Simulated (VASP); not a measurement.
A run of VASP 6.6.1 is set up as follows.

The input INCAR:

```
SYSTEM = Mg
AGGAC = 1.0
AGGAX = 1.0
ALDAC = 0.0
ALDAX = 1.0
ALGO = Normal
EDIFF = 1E-6
ENCUT = 520
GGA = B5
ISIF = 2
ISMEAR = -1
LASPH = .TRUE.
LCHARG = .FALSE.
LREAL = .FALSE.
LWAVE = .FALSE.
NBANDS = 12
NELM = 60
PREC = Accurate
SIGMA = 0.1
```

The input KPOINTS:

```
k-points
0
G
  13 13 4
  0 0 0
```

File POSCAR:

```
Mg
1.0
    3.2193196963      0.0000000000      0.0000000000
   -1.6096598481      2.7880126399      0.0000000000
    0.0000000000      0.0000000000     10.4845331084
Mg
4
Direct
    1.0000000000      1.0000000000      0.0000000000
    1.0000000000      1.0000000000      0.5000000000
    0.3333333333      0.6666666667      0.2500000000
    0.6666666667      0.3333333333      0.7500000000
```

Potentials or basis: VASP PAW PBE potentials, release 64 (Mg).

The run is started by

```sh
$ cat potpaw_PBE.64/Mg/POTCAR > POTCAR
$ mpirun -np 1 vasp_std > vasp.out
```

Problem. Predict the band gap on the k mesh.

Solution. Zero (bands 4 and 5 overlap by 2.51 eV).

Problem. Predict the pressure.

Solution. 0.1 GPa.

Stress tensor (GPa, compression positive):
```
0.05 0.00 0.00
0.00 0.05 0.00
0.00 0.00 0.13
```

Caveat: the PAW data sets were made with another functional, which shifts forces and pressure a little.
